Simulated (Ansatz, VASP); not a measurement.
SrO: VASP beside Ansatz

File INCAR:

```
  PREC = Accurate
  ENCUT = 520
  EDIFF = 1E-6
  ISMEAR = -1
  SIGMA = 0.03
  LREAL = False
  LASPH = True
  NELM = 80
  ALGO = Normal
  ISIF = 2
  LWAVE = False
  LCHARG = True
  GGA = PS
  LELF = True
  LVHAR = True
  NBANDS = 15
```

KPOINTS

```
Automatic mesh
0
Gamma
  8 8 8
```

The input POSCAR:

```
SrO
1.0
    0.0000000000      2.5698000000      2.6211960000
    2.5698000000      0.0000000000      2.6211960000
    2.5698000000      2.5698000000      0.0000000000
Sr O
1 1
Direct
    0.0000000000      0.0000000000      0.0000000000
    0.5000000000      0.5000000000      0.5000000000
```

Input for Ansatz:

```yaml
crystal:
  lattice:
    - [0.0, 2.5698, 2.621196]
    - [2.5698, 0.0, 2.621196]
    - [2.5698, 2.5698, 0.0]
  atoms:
    - { symbol: Sr, position: [0.0, 0.0, 0.0] }
    - { symbol: O, position: [0.5, 0.5, 0.5] }
kpoints:
  mp_grid: { grid: [8, 8, 8] }
  band_path:
    path:
      - [0.0, 0.0, 0.0]
      - [0.0, 0.5, 0.5]
      - [0.25, 0.75, 0.5]
      - [0.0, 0.5, 0.0]
      - [0.0, 0.0, 0.0]
      - [0.5, 0.5, 0.0]
      - [0.3701460977, 0.6298539023, 0.0]
      - [-0.3701460977, 0.3701460977, 0.0]
      - [0.0, 0.0, 0.0]
    npoints: 5
scf:
  occupations: { method: fermi_dirac, width: 0.03 }
hamiltonian:
  xc: pbesol
  pseudopotentials: { kind: all_electron, lapw: { basis_error: 0.0005 } }
output:
  forces: true
  stress: true
  eigenvalues: true
```

Change from the starting cell: zz strain of +2 %.

Alike in both runs: task single point; functional PBEsol; k mesh 8 × 8 × 8; occupations fermi-dirac, width 0.03 eV; no spin polarisation.

|  | VASP | Ansatz |
| --- | --- | --- |
| version | VASP 6.6.1 | Ansatz 0.2.0 |
| potentials or method | VASP PAW PBE potentials, release 64 (Sr_sv, O), cutoff 520 eV | all-electron LAPW, scalar-relativistic |

Ansatz gave:

| Property | Result |
| --- | --- |
| gap on the k mesh at the Fermi level (eV) | 3.17 |
| pressure (GPa) | -2.5 |
| traceless stress, the component that is largest in VASP (GPa) | -1.44 |

Task: Which values does VASP return?

Result: gap on the k mesh at the Fermi level (eV): 3.12; pressure (GPa): -2.0; traceless stress, the component that is largest in VASP (GPa): -1.53.

VASP's potentials were made for PBE, not for PBEsol. Ansatz ran all-electron here, and VASP with PAW potentials.
